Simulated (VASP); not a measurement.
# Zr (Im-3m) in VASP: a series of runs, part 2 of 2

VASP 6.6.1. The steps go on from the part before.

### 4 Electric field gradients, LDA (volume scaled by 1.04)

Input file INCAR:

```
SYSTEM = Zr
  PREC = Accurate
  ENCUT = 520
  EDIFF = 1E-8
  ISMEAR = -1
  SIGMA = 0.03
  LREAL = .FALSE.
  LASPH = .TRUE.
  NELM = 80
  ALGO = Normal
  ISIF = 2
  LWAVE = .FALSE.
  LCHARG = .FALSE.
  LEFG = .TRUE.
  NBANDS = 12
```

Input file KPOINTS:

```
regular mesh
0
G
  16 16 16
  0 0 0
```

Input file POSCAR:

```
Zr
1.0
   -1.8338185209      1.8338185209      1.8338185209
    1.8338185209     -1.8338185209      1.8338185209
    1.8338185209      1.8338185209     -1.8338185209
Zr
1
Direct
    0.0000000000      0.0000000000      0.0000000000
```

Potentials or basis: VASP PAW LDA potentials, release 64 (Zr_sv).

On the command line:

```console
cat potpaw_LDA.64/Zr_sv/POTCAR > POTCAR
mpirun -np 1 vasp_std > vasp.out
```

OUTCAR:

```text
SYSTEM = Zr
   PREC = Accurate
   ENCUT = 520
   EDIFF = 1E-8
   ISMEAR = -1
   LREAL = .FALSE.
   LASPH = .TRUE.
   NELM = 80
   ISIF = 2

 ion  position               nearest neighbor table
   1  0.000  0.000  0.000-

  LATTYP: Found a body centered cubic cell.
 ALAT       =     3.6676370418

  Lattice vectors:

 A1 = (  -1.8338185209,   1.8338185209,   1.8338185209)
 A2 = (   1.8338185209,  -1.8338185209,   1.8338185209)
 A3 = (   1.8338185209,   1.8338185209,  -1.8338185209)

Analysis of symmetry for initial positions (statically):
=====================================================================
 Subroutine PRICEL returns:
 Original cell was already a primitive cell.

 Routine SETGRP: Setting up the symmetry group for a
 body centered cubic supercell.

 Subroutine GETGRP returns: Found 48 space group operations
 (whereof 48 operations were pure point group operations)
 out of a pool of 48 trial point group operations.

The static configuration has the point symmetry O_h .

Analysis of symmetry for dynamics (positions and initial velocities):
=====================================================================
 Subroutine PRICEL returns:
 Original cell was already a primitive cell.

 Routine SETGRP: Setting up the symmetry group for a
 body centered cubic supercell.

 Subroutine GETGRP returns: Found 48 space group operations
 (whereof 48 operations were pure point group operations)
 out of a pool of 48 trial point group operations.

The dynamic configuration has the point symmetry O_h .

 Subroutine INISYM returns: Found 48 space group operations
 (whereof 48 operations are pure point group operations),
 and found     1 'primitive' translations

[... 156 lines left out ...]
      9      11.2659      0.00000
     10      11.2659      0.00000
     11      20.1289      0.00000
     12      20.1289      0.00000
[... 331 lines left out ...]
 k-point    24 :       0.2500    0.1875    0.0000
  band No.  band energies     occupation
      1     -40.3440      2.00000
      2     -18.8138      2.00000
      3     -18.4381      2.00000
      4     -18.2443      2.00000
      5       5.7250      2.00000
      6       7.4415      2.00000
      7       7.9014      0.87693
      8      10.7928      0.00000
      9      11.8388      0.00000
     10      13.1402      0.00000
     11      18.3601      0.00000
     12      20.0123      0.00000

 [... further k-points ...]
[... 5 lines left out ...]
  --------------------------------------------------------------------------------------
  -------------------------------------------------------------------------------------
  Total       -1.8335095     -1.8335095     -1.8335095      0.0000000     -0.0000000      0.0000000
  in kB     -119.0870932   -119.0870932   -119.0870932      0.0000000     -0.0000000      0.0000000
  external PRESSURE =    -119.0870932 kB  Pullay stress =       0.0000000 kB

 VOLUME and BASIS-vectors are now :
 -----------------------------------------------------------------------------
  energy-cutoff  :      520.00
  volume of cell :       24.67
      direct lattice vectors                 reciprocal lattice vectors
    -1.833818521  1.833818521  1.833818521     0.000000000  0.272655115  0.272655115
     1.833818521 -1.833818521  1.833818521     0.272655115  0.000000000  0.272655115
     1.833818521  1.833818521 -1.833818521     0.272655115  0.272655115  0.000000000

 POSITION                                       TOTAL-FORCE (eV/Angst)
 -----------------------------------------------------------------------------------
      0.00000      0.00000      0.00000         0.000000      0.000000      0.000000
 -----------------------------------------------------------------------------------
    total drift:                                0.000000      0.000000     -0.000000

  FREE ENERGIE OF THE ION-ELECTRON SYSTEM (eV)
  ---------------------------------------------------
  free  energy   TOTEN  =        -9.1039783977 eV

  energy  without entropy=       -9.0975158490  energy(sigma->0) =       -9.10074712

 Electric field gradients (V/A^2)
---------------------------------------------------------------------
 ion       V_xx      V_yy      V_zz      V_xy      V_xz      V_yz
---------------------------------------------------------------------
   1       0.000    -0.000     0.000    -0.000    -0.000    -0.000
---------------------------------------------------------------------

 Electric field gradients after diagonalization (V/A^2)
 (convention: |V_zz| > |V_xx| > |V_yy|)
----------------------------------------------------------------------
 ion       V_xx      V_yy      V_zz     asymmetry (V_yy - V_xx)/ V_zz
----------------------------------------------------------------------
   1       0.000     0.000    -0.000       0.000
----------------------------------------------------------------------

           NMR quadrupolar parameters

 Cq : quadrupolar parameter    Cq=e*Q*V_zz/h
 eta: asymmetry parameters     (V_yy - V_xx)/ V_zz
 Q  : nuclear electric quadrupole moment in mb (millibarn)
----------------------------------------------------------------------
 ion       Cq(MHz)       eta       Q (mb)
----------------------------------------------------------------------
   1      -0.000       0.000       1.000
----------------------------------------------------------------------
```

OSZICAR:

```text
N       E                     dE             d eps       ncg     rms          rms(c)
DAV:   1     0.846933914200E+02    0.84693E+02   -0.68452E+03  3496   0.988E+02
DAV:   2    -0.645049721037E+01   -0.91144E+02   -0.88711E+02  4036   0.267E+02
DAV:   3    -0.944051721482E+01   -0.29900E+01   -0.29395E+01  5200   0.408E+01
DAV:   4    -0.950923426644E+01   -0.68717E-01   -0.68673E-01  4020   0.590E+00
DAV:   5    -0.951073989256E+01   -0.15056E-02   -0.15055E-02  4976   0.649E-01    0.916E+00
DAV:   6    -0.916800839128E+01    0.34273E+00   -0.42550E-01  3740   0.568E+00    0.345E+00
DAV:   7    -0.910331184314E+01    0.64697E-01   -0.18727E-01  4240   0.349E+00    0.621E-01
DAV:   8    -0.910397546283E+01   -0.66362E-03   -0.97694E-03  4076   0.112E+00    0.130E-01
DAV:   9    -0.910398753375E+01   -0.12071E-04   -0.43681E-04  4660   0.190E-01    0.203E-02
DAV:  10    -0.910397868823E+01    0.88455E-05   -0.19487E-05  4060   0.409E-02    0.111E-02
DAV:  11    -0.910397839292E+01    0.29531E-06   -0.12670E-06  4108   0.958E-03    0.151E-03
DAV:  12    -0.910397839766E+01   -0.47391E-08   -0.31324E-08  4480   0.162E-03
   1 F= -.91039784E+01 E0= -.91007471E+01  d E =-.646255E-02
```

stdout:

```text
POSCAR found type information on POSCAR Zr
 POSCAR found :  1 types and       1 ions
 scaLAPACK will be used
 LDA part: xc-table for (Slater(with rela. corr.)+CA(PZ))
 , standard interpolation
 POSCAR, INCAR and KPOINTS ok, starting setup
 FFT: planning ... GRIDC
 FFT: planning ... GRID_SOFT
 FFT: planning ... GRID
 WAVECAR not read
 entering main loop
ion   1
```

It took 14 s on 1 thread of Intel Xeon Platinum 8488C (Sapphire Rapids), shared host; peak memory 0.15 GiB.

Results:

```
Free energy            : -9.1040 eV
Pressure               : -11.9 GPa
Band gap on the k mesh : zero (band 6 reaches 8.93 eV, above the bottom of band 7 at 7.21 eV)
```

Caveat: without QUAD_EFG the Cq values of the log hold for a quadrupole moment of 1 mb, not for the nuclei.
